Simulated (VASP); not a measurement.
# Ag4O in VASP: relaxation of the atoms with PBEsol

Aim: the relaxation of the atoms of Ag4O with PBEsol.

Everything below comes from runs of VASP 6.6.1. Logs are shortened: lines on timing, memory, paths and dates and some standing lists are left out, and cuts for length are marked.

### Step 1. The cell of the first run

The cell holds a slab with vacuum, 5 atoms: a = 2.867 Å, b = 2.867 Å, c = 25.082 Å, α = 90.00°, β = 90.00°, γ = 90.00°.

### Step 2. Relaxation of the atoms, PBEsol

File INCAR:

```
ALGO     = Normal         # electronic algorithm
DIPOL    = 0.5 0.5 0.501
EDIFF    = 1E-7           # SCF threshold, eV
EDIFFG   = -0.02          # ionic threshold
ENCUT    = 520            # plane-wave cutoff, eV
GGA      = PS             # functional
IBRION   = 2              # ionic algorithm
IDIPOL   = 3            
ISIF     = 2              # what is computed and relaxed
ISMEAR   = 0              # smearing method
LASPH    = True           # aspherical terms in the spheres
LCHARG   = False          # write CHGCAR
LDIPOL   = True         
LREAL    = False          # projectors in reciprocal space
LWAVE    = False          # write WAVECAR
NELM     = 100            # most SCF steps
NSW      = 45             # ionic steps
PREC     = Accurate       # precision mode
SIGMA    = 0.1            # smearing width, eV
```

File KPOINTS:

```
k-points
0
Gamma
  10 10 1
```

File POSCAR:

```
Ag4O
1.0
    2.8669036825      0.0000000000      0.0000000000
    0.0000000000      2.8669036825      0.0000000000
    0.0000000000      0.0000000000     25.0816211046
Ag O
4 1
Selective dynamics
Direct
    0.5000000000      0.5000000000      0.3388935654  F F F
    0.0000000000      0.0000000000      0.4197179677  F F F
    0.5000000000      0.5000000000      0.5008162760  F F F
    0.0000000000      0.0000000000      0.5799214924  F F F
    0.0000000000      0.0000000000      0.6644455346  F F T
```

Potentials or basis: VASP PAW PBE potentials, release 64 (Ag, O).

On the command line:

```sh
$ cat potpaw_PBE.64/Ag/POTCAR potpaw_PBE.64/O/POTCAR > POTCAR
$ mpirun -np 1 vasp_std > vasp.out
```

OUTCAR:

```text
EDIFF = 1E-7
   EDIFFG = -0.02
   ENCUT = 520
   GGA = PS
   IBRION = 2
   ISIF = 2
   ISMEAR = 0
   LASPH = True
   LREAL = False
   NELM = 100
   NSW = 45
   PREC = Accurate

 ion  position               nearest neighbor table
   1  0.500  0.500  0.339-   2 2.87   2 2.87   2 2.87   2 2.87
   2  0.000  0.000  0.420-   1 2.87   1 2.87   1 2.87   1 2.87   3 2.87   3 2.87   3 2.87   3 2.87

   3  0.500  0.500  0.501-   4 2.84   4 2.84   4 2.84   4 2.84   2 2.87   2 2.87   2 2.87   2 2.87

   4  0.000  0.000  0.580-   5 2.12   3 2.84   3 2.84   3 2.84   3 2.84
   5  0.000  0.000  0.664-   4 2.12

  LATTYP: Found a simple tetragonal cell.
 ALAT       =     2.8669036825
 C/A-ratio  =     8.7486793706

  Lattice vectors:

 A1 = (   2.8669036825,   0.0000000000,   0.0000000000)
 A2 = (   0.0000000000,   2.8669036825,   0.0000000000)
 A3 = (   0.0000000000,   0.0000000000,  25.0816211046)

Analysis of symmetry for initial positions (statically):
=====================================================================
 Subroutine PRICEL returns:
 Original cell was already a primitive cell.

 Routine SETGRP: Setting up the symmetry group for a
 simple tetragonal supercell.

 Subroutine GETGRP returns: Found  8 space group operations
 (whereof  8 operations were pure point group operations)
 out of a pool of 16 trial point group operations.

The static configuration has the point symmetry C_4v.

Analysis of symmetry for dynamics (positions and initial velocities):
=====================================================================
 Subroutine PRICEL returns:
 Original cell was already a primitive cell.

 Routine SETGRP: Setting up the symmetry group for a
 simple tetragonal supercell.

 Subroutine GETGRP returns: Found  8 space group operations
 (whereof  8 operations were pure point group operations)
 out of a pool of 16 trial point group operations.

The dynamic configuration has the point symmetry C_4v.

Analysis of constrained symmetry for selective dynamics:
=====================================================================
 Subroutine PRICEL returns:
 Original cell was already a primitive cell.

 Routine SETGRP: Setting up the symmetry group for a
 simple tetragonal supercell.

 Subroutine GETGRP returns: Found  8 space group operations
 (whereof  8 operations were pure point group operations)
 out of a pool of 16 trial point group operations.

The constrained configuration has the point symmetry C_4v.

 Subroutine INISYM returns: Found  8 space group operations
 (whereof  8 operations are pure point group operations),
 and found     1 'primitive' translations

----------------------------------------------------------------------------------------

                                     Primitive cell

  volume of cell :     206.1493

  direct lattice vectors                    reciprocal lattice vectors
     2.866903682  0.000000000  0.000000000     0.348808370  0.000000000  0.000000000
     0.000000000  2.866903682  0.000000000     0.000000000  0.348808370  0.000000000
     0.000000000  0.000000000 25.081621105     0.000000000  0.000000000  0.039869831

  length of vectors
     2.866903682  2.866903682 25.081621105     0.348808370  0.348808370  0.039869831

  position of ions in fractional coordinates (direct lattice)
     0.500000000  0.500000000  0.338893565
     0.000000000  0.000000000  0.419717968
     0.500000000  0.500000000  0.500816276
     0.000000000  0.000000000  0.579921492
     0.000000000  0.000000000  0.664445535

  ion indices of the primitive-cell ions
   primitive index   ion index
                 1           1
                 2           2
                 3           3
                 4           4
                 5           5

----------------------------------------------------------------------------------------

 KPOINTS: k-points

Automatic generation of k-mesh.
 Grid dimensions read from file:
 generate k-points for:   10   10    1

 Generating k-lattice:

  Cartesian coordinates                     Fractional coordinates (reciprocal lattice)
     0.034880837  0.000000000  0.000000000     0.100000000  0.000000000  0.000000000
     0.000000000  0.034880837  0.000000000     0.000000000  0.100000000  0.000000000
     0.000000000  0.000000000  0.039869831     0.000000000  0.000000000  1.000000000

  Length of vectors
     0.034880837  0.034880837  0.039869831

  Shift w.r.t. Gamma in fractional coordinates (k-lattice)
     0.000000000  0.000000000  0.000000000

 Subroutine IBZKPT returns following result:
 ===========================================

 Found     21 irreducible k-points:

 Following reciprocal coordinates:
            Coordinates               Weight
  0.000000  0.000000  0.000000      1.000000
  0.100000  0.000000  0.000000      4.000000
  0.200000  0.000000  0.000000      4.000000
  0.300000  0.000000  0.000000      4.000000
  0.400000  0.000000  0.000000      4.000000
  0.500000  0.000000  0.000000      2.000000
[... 13 lines left out ...]
  0.500000  0.400000  0.000000      4.000000
  0.500000  0.500000  0.000000      1.000000
   k-points           NKPTS =     21   k-points in BZ     NKDIM =     21   number of bands    NBANDS=     30
   number of dos      NEDOS =    301   number of ions     NIONS =      5
   total plane-waves  NPLWV = 110592
   dimension x,y,z NGX =    24 NGY =   24 NGZ =  192
   dimension x,y,z NGXF=    48 NGYF=   48 NGZF=  384
   ions per type =               4   1
   NGX,Y,Z   is equivalent  to a cutoff of  13.92, 13.92, 12.73 a.u.
   NGXF,Y,Z  is equivalent  to a cutoff of  27.83, 27.83, 25.45 a.u.
 SYSTEM =  unknown system
   PREC   = accura    normal or accurate (medium, high low for compatibility)
   ISTART =      0    job   : 0-new  1-cont  2-samecut
   ICHARG =      2    charge: 1-file 2-atom 10-const
   ISPIN  =      1    spin polarized calculation?
   LNONCOLLINEAR =      F non collinear calculations
   LSORBIT =      F    spin-orbit coupling
   LASPH  =      T    aspherical Exc in radial PAW
   ENCUT  =  520.0 eV  38.22 Ry    6.18 a.u.   5.33  5.33 46.64*2*pi/ulx,y,z
   NELM   =    100;   NELMIN=  2; NELMDL= -5     # of ELM steps
   EDIFF  = 0.1E-06   stopping-criterion for ELM
   LREAL  =      F    real-space projection
   EDIFFG = -.2E-01   stopping-criterion for IOM
   NSW    =     45    number of steps for IOM
   IBRION =      2    ionic relax: 0-MD 1-quasi-New 2-CG
   NFREE  =      1    steps in history (QN), initial steepest desc. (CG)
   ISIF   =      2    stress and relaxation
   ISYM   =      2    0-nonsym 1-usesym 2-fastsym
   POTIM  = 0.5000    time-step for ionic-motion
   TEBEG  =    0.0;   TEEND  =   0.0 temperature during run
   PSTRESS=    0.0 pullay stress
   NELECT =      50.0000    total number of electrons
   NUPDOWN=      -1.0000    fix difference up-down
   EMIN   =  10.00;   EMAX   =-10.00  energy-range for DOS
   EFERMI =   0.00;   METHOD = LEGACY
   ISMEAR =     0;   SIGMA  =   0.10  broadening in eV -4-tet -1-fermi 0-gaus
   EFERMI_NEDOS =   21; number of points for ismear=-14 and -15
   IALGO  =     38    algorithm
   IMIX   =      4    mixing-type and parameters
     AMIX     =   0.40;   BMIX     =  1.00
     AMIX_MAG =   1.60;   BMIX_MAG =  1.00
  volume/ion in A,a.u.               =      41.23       278.23
  Fermi-wavevector in a.u.,A,eV,Ry     =   1.020949  1.929315 14.181866  1.042338
  Thomas-Fermi vector in A             =   2.154547
   LORBIT       =      0    0 simple, 1 ext, 2 COOP (PROOUT), +10 PAW based schemes
   GGA     = PS    functional components
   LHFCALC =     F    Hartree Fock is set to
   AEXX    =    0.0000 exact exchange contribution
   IVDW    =     0    specifies the selected vdW correction
   LEPSILON=     F    determine dielectric tensor
   LRPA    =     F    only Hartree local field effects (RPA)
 conjugate gradient relaxation of ions
 non-spin polarized calculation
 Gauss-broadening in eV      SIGMA  =   0.10
  energy-cutoff  :      520.00
  volume of cell :      206.15
 maximum number of plane-waves:      5593
 NGX is ok and might be reduce to    24
   NGX = 11   NGY = 11   NGZ = 93

 dipolmoment           0.000000      0.000000     -0.012699 electrons x Angstroem

--------------------------------------- Ionic step        1  -------------------------------------------

 number of electron      49.9999991 magnetization

 Free energy of the ion-electron system (eV)
  ---------------------------------------------------
  ext. energy  EPLUGINS =         0.00000000
  ---------------------------------------------------
  free energy    TOTEN  =       -15.26418704 eV

  energy without entropy =      -15.24711319  energy(sigma->0) =      -15.25565012

------------------------ aborting loop because EDIFF is reached ----------------------------------------

  FORCE on cell =-STRESS in cart. coord.  units (eV):
  Direction    XX          YY          ZZ          XY          YZ          ZX
  --------------------------------------------------------------------------------------
  -------------------------------------------------------------------------------------
  Total       -2.4667240     -2.4667240     -3.3467984      0.0000000     -0.0000000      0.0000000
  in kB      -19.1712018    -19.1712018    -26.0110768      0.0000000     -0.0000000      0.0000000
  external PRESSURE =     -21.4511601 kB  Pullay stress =       0.0000000 kB
[... 141 lines left out ...]
  energy  without entropy=      -15.3888466703  energy(sigma->0) =      -15.39919307

--------------------------------------- Ionic step        5  -------------------------------------------

 number of electron      49.9999988 magnetization

 dipolmoment           0.000000      0.000000      0.215587 electrons x Angstroem

 Free energy of the ion-electron system (eV)
  ---------------------------------------------------
  ext. energy  EPLUGINS =         0.00000000
  ---------------------------------------------------
  free energy    TOTEN  =       -15.40963331 eV

  energy without entropy =      -15.38885903  energy(sigma->0) =      -15.39924617

 E-fermi :  -1.5838     XC(G=0):  -5.2295

 val. band max:       -1.5931770742   @ k =   0.1000   0.0000   0.0000
 cond. band min:      -1.5768237603   @ k =   0.1000   0.1000   0.0000
 fundamental gap:      0.0163533139
 Fermi energy:        -1.5837943277

 k-point     1 :       0.0000    0.0000    0.0000
  band No.  band energies     occupation
      1     -18.1288      2.00000
      2      -9.0239      2.00000
      3      -8.0123      2.00000
      4      -7.8046      2.00000
      5      -7.5876      2.00000
      6      -7.3856      2.00000
[... 682 lines left out ...]
     29       5.4197      0.00000
     30       5.4662      0.00000

------------------------ aborting loop because EDIFF is reached ----------------------------------------

 vacuum level on the upper side and lower side of the slab       (xc-potential included)         2.308        -2.346

  FORCE on cell =-STRESS in cart. coord.  units (eV):
  Direction    XX          YY          ZZ          XY          YZ          ZX
  --------------------------------------------------------------------------------------
  -------------------------------------------------------------------------------------
  Total       -2.0102336     -2.0102336     -0.4138675      0.0000000     -0.0000000      0.0000000
  in kB      -15.6233913    -15.6233913     -3.2165488      0.0000000     -0.0000000      0.0000000
  external PRESSURE =     -11.4877771 kB  Pullay stress =       0.0000000 kB

 VOLUME and BASIS-vectors are now :
 -----------------------------------------------------------------------------
  energy-cutoff  :      520.00
  volume of cell :      206.15
      direct lattice vectors                 reciprocal lattice vectors
     2.866903682  0.000000000  0.000000000     0.348808370  0.000000000  0.000000000
     0.000000000  2.866903682  0.000000000     0.000000000  0.348808370  0.000000000
     0.000000000  0.000000000 25.081621105     0.000000000  0.000000000  0.039869831
[... 11 lines left out ...]
  FREE ENERGIE OF THE ION-ELECTRON SYSTEM (eV)
  ---------------------------------------------------
  free  energy   TOTEN  =       -15.4096333123 eV

  energy  without entropy=      -15.3888590302  energy(sigma->0) =      -15.39924617

 reached required accuracy - stopping structural energy minimisation

 vacuum level on the upper side and lower side of the slab         7.515         2.765
```

It took 10 min on 1 thread of Intel Xeon Platinum 8488C (Sapphire Rapids), shared host; peak memory 0.39 GiB.

Results:

```yaml
Free_energy: -15.4096 eV
Energy_gained_by_relaxing: 29.1 meV/atom
Ionic_steps: 5
Band_gap_on_the_k_mesh: zero (bands 25 and 26 overlap by 2.88 eV)
```

Step by step:
```
step  energy change (eV)  largest force on free atoms (eV/Å)  pressure (GPa)
   1              0.0000                              1.3736           -2.15
   2             -0.0806                              1.0343           -1.86
   3             -0.1447                              0.1371           -1.06
   4             -0.1454                              0.0479           -1.18
   5             -0.1454                              0.0014           -1.15
```

Final structure:
```
Ag O
1.0
     2.86690    0.00000    0.00000
     0.00000    2.86690    0.00000
     0.00000    0.00000   25.08162
Ag O
4 1
Direct
  0.50000 0.50000 0.33889
  0.00000 0.00000 0.41972
  0.50000 0.50000 0.50082
  0.00000 0.00000 0.57992
  0.00000 0.00000 0.65732
```

Caveat: the PAW data sets were made with another functional, which shifts forces and pressure a little.
